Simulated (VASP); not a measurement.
# TlSbO2 (R-3m) in VASP: further runs, part 2 of 2

VASP 6.6.1.

## Step 3: Relaxation of cell and atoms, PBEsol

This run uses another cell than the first one, of 8.88 Å³/atom, 0.524 times its volume.

The input, INCAR:

```
SYSTEM = TlSbO2
ALGO = Normal
EDIFF = 1E-7
EDIFFG = -0.01
ENCUT = 600
GGA = PS
IBRION = 2
ISIF = 3
ISMEAR = -1
LASPH = .TRUE.
LCHARG = .FALSE.
LREAL = .FALSE.
LWAVE = .FALSE.
NELM = 100
NSW = 100
PREC = Accurate
SIGMA = 0.03
```

The input, KPOINTS:

```
k-points
0
G
  8 8 8
  0 0 0
```

The input, POSCAR:

```
TlSbO2
1.0
    1.4644453674      0.8454979271      4.7828585419
   -1.4644453674      0.8454979271      4.7828585419
    0.0000000000     -1.6909958542      4.7828585419
Tl Sb O
1 1 2
Direct
    1.0000000000      0.0000000000      0.0000000000
    0.5000000000      0.5000000000      0.5000000000
    0.2500000000      0.2500000000      0.2500000000
    0.7500000000      0.7500000000      0.7500000000
```

Potentials or basis: VASP PAW PBE potentials, release 64 (Tl_d, Sb, O).

Command:

```bash
$ cat potpaw_PBE.64/Tl_d/POTCAR potpaw_PBE.64/Sb/POTCAR potpaw_PBE.64/O/POTCAR > POTCAR
$ mpirun -np 1 vasp_std > vasp.out
```

OUTCAR:

```text
SYSTEM = TlSbO2
   EDIFF = 1E-7
   EDIFFG = -0.01
   ENCUT = 600
   GGA = PS
   IBRION = 2
   ISIF = 3
   ISMEAR = -1
   LASPH = .TRUE.
   LREAL = .FALSE.
   NELM = 100
   NSW = 100
   PREC = Accurate

 ion  position               nearest neighbor table
   1  0.000  0.000  0.000-   4 2.07   4 2.07   3 2.07   3 2.07   4 2.07   3 2.07   2 2.93   2 2.93
                             2 2.93   2 2.93   2 2.93   2 2.93
   2  0.500  0.500  0.500-   3 2.07   3 2.07   4 2.07   4 2.07   3 2.07   4 2.07   1 2.93   1 2.93
                             1 2.93   1 2.93   1 2.93   1 2.93
   3  0.250  0.250  0.250-   1 2.07   1 2.07   2 2.07   2 2.07   1 2.07   2 2.07
   4  0.750  0.750  0.750-   2 2.07   2 2.07   1 2.07   1 2.07   2 2.07   1 2.07

  LATTYP: Found a trigonal (rhomboedric) cell.
 ALAT       =     5.0729875626
 COS(alpha) =     0.8333333333

  Lattice vectors:

 A1 = (   1.4644453674,   0.8454979271,   4.7828585419)
 A2 = (  -1.4644453674,   0.8454979271,   4.7828585419)
 A3 = (   0.0000000000,  -1.6909958542,   4.7828585419)

Analysis of symmetry for initial positions (statically):
=====================================================================
 Subroutine PRICEL returns:
 Original cell was already a primitive cell.

 Routine SETGRP: Setting up the symmetry group for a
 trigonal (rhombohedral) supercell.

 Subroutine GETGRP returns: Found 12 space group operations
[... 155 lines left out ...]
  volume of cell :       35.53
 maximum number of plane-waves:      1198
 NGX is ok and might be reduce to    42
   NGX = 21   NGY = 21   NGZ = 21

--------------------------------------- Ionic step        1  -------------------------------------------

 number of electron      30.0000000 magnetization

 Free energy of the ion-electron system (eV)
  ---------------------------------------------------
  ext. energy  EPLUGINS =         0.00000000
  ---------------------------------------------------
  free energy    TOTEN  =        -6.76151337 eV

  energy without entropy =       -6.76116555  energy(sigma->0) =       -6.76133946

 E-fermi :  19.6197     XC(G=0): -14.4681

 val. band max:       19.5339625768   @ k =  -0.1250   0.1250   0.0000
 cond. band min:      19.7301069716   @ k =   0.2500   0.1250  -0.0000
 fundamental gap:      0.1961443948
 Fermi energy:        19.6196898999
[... 1172 lines left out ...]
  FREE ENERGIE OF THE ION-ELECTRON SYSTEM (eV)
  ---------------------------------------------------
  free  energy   TOTEN  =       -19.2810329501 eV

  energy  without entropy=      -19.2805380607  energy(sigma->0) =      -19.28078551

[... ionic steps 4 to 14 ...]

--------------------------------------- Ionic step       15  -------------------------------------------

 number of electron      29.9999996 magnetization

------------------------ aborting loop because EDIFF is reached ----------------------------------------
[... 71 lines left out ...]
--------------------------------------- Ionic step       17  -------------------------------------------

 number of electron      29.9999995 magnetization

 Free energy of the ion-electron system (eV)
  ---------------------------------------------------
  ext. energy  EPLUGINS =         0.00000000
  ---------------------------------------------------
  free energy    TOTEN  =       -20.65008927 eV

  energy without entropy =      -20.64944854  energy(sigma->0) =      -20.64976890

 E-fermi :   7.4007     XC(G=0): -11.0161

 val. band max:        7.3286539013   @ k =  -0.3750   0.3750   0.0000
 cond. band min:       7.5070651083   @ k =   0.1250   0.1250   0.1250
 fundamental gap:      0.1784112070
 Fermi energy:         7.4006639836
[... 559 lines left out ...]
  FREE ENERGIE OF THE ION-ELECTRON SYSTEM (eV)
  ---------------------------------------------------
  free  energy   TOTEN  =       -20.6500892674 eV

  energy  without entropy=      -20.6494485351  energy(sigma->0) =      -20.64976890

 reached required accuracy - stopping structural energy minimisation
```

It took 16 min on 1 thread of Intel Xeon 6975P-C (Granite Rapids), shared host; peak memory 0.36 GiB.

Results:

| Item | Value |
| --- | --- |
| Free energy | -20.6501 eV |
| Relaxed volume | 16.23 Å³/atom |
| Relaxed cell | a = 6.438 Å, b = 6.438 Å, c = 6.438 Å, α = 31.56°, β = 31.56°, γ = 31.56° |
| Space group after relaxing (to 0.05 Å) | R-3m (No. 166) |
| Energy gained by relaxing | 3472.1 meV/atom |
| Ionic steps | 17 |
| Pressure after relaxing | 0.0 GPa |
| Largest force after relaxing | 0.004 eV/Å |
| Band gap on the k mesh | zero (band 15 reaches 7.33 eV, above the bottom of band 16 at 7.23 eV) |

Forces in eV/Å, atoms in the order of the input:
```
Tl   0.000  0.000  0.000
Sb   0.000  0.000  0.000
O    0.000  0.000 -0.004
O    0.000  0.000  0.004
```

Stress tensor (GPa, compression positive):
```
-0.04  0.00  0.00
 0.00 -0.04  0.00
 0.00  0.00  0.08
```

The path:
| step | energy change (eV) | largest force (eV/Å) | pressure (GPa) | volume (Å³) |
| --- | --- | --- | --- | --- |
| 1 | 0.0000 | 1.6595 | 248.58 | 35.53 |
| 2 | 6.5431 | 1.2119 | -42.73 | 163.97 |
| 3 | -12.5195 | 1.9527 | -17.44 | 74.86 |
| 4 | -13.0328 | 1.9646 | -10.07 | 68.79 |
| 5 | -13.2049 | 1.9699 | 0.35 | 62.99 |
| 6 | -13.2054 | 1.9693 | -1.07 | 63.65 |
| 7 | -13.5008 | 1.5455 | -0.74 | 63.71 |
| 8 | -13.8311 | 0.3711 | 0.86 | 63.84 |
| 9 | -13.8543 | 0.0110 | 1.62 | 63.88 |
| 10 | -13.8719 | 0.0120 | -1.93 | 65.89 |
| 11 | -13.8726 | 0.0134 | -1.37 | 65.56 |
| 12 | -13.8866 | 0.1020 | -0.13 | 65.13 |
| 13 | -13.8866 | 0.1029 | -0.12 | 65.13 |
| 14 | -13.8878 | 0.0691 | 0.04 | 64.99 |
| 15 | -13.8884 | 0.0141 | 0.28 | 64.79 |
| 16 | -13.8880 | 0.0426 | -0.56 | 65.16 |
| 17 | -13.8886 | 0.0043 | 0.00 | 64.91 |

Final structure:
```
Tl Sb O
1.0
     1.75078    1.01081    6.11261
    -1.75078    1.01081    6.11261
     0.00000   -2.02163    6.11261
Tl Sb O
1 1 2
Direct
  0.00000 0.00000 0.00000
  0.50000 0.50000 0.50000
  0.22927 0.22927 0.22927
  0.77073 0.77073 0.77073
```

Caveat: the volume moved by over 15 % at a fixed basis, so the end points are rough; the PAW data sets were made with another functional, which shifts forces and pressure a little; spin-orbit coupling is left out, which moves the levels of the heavy elements.
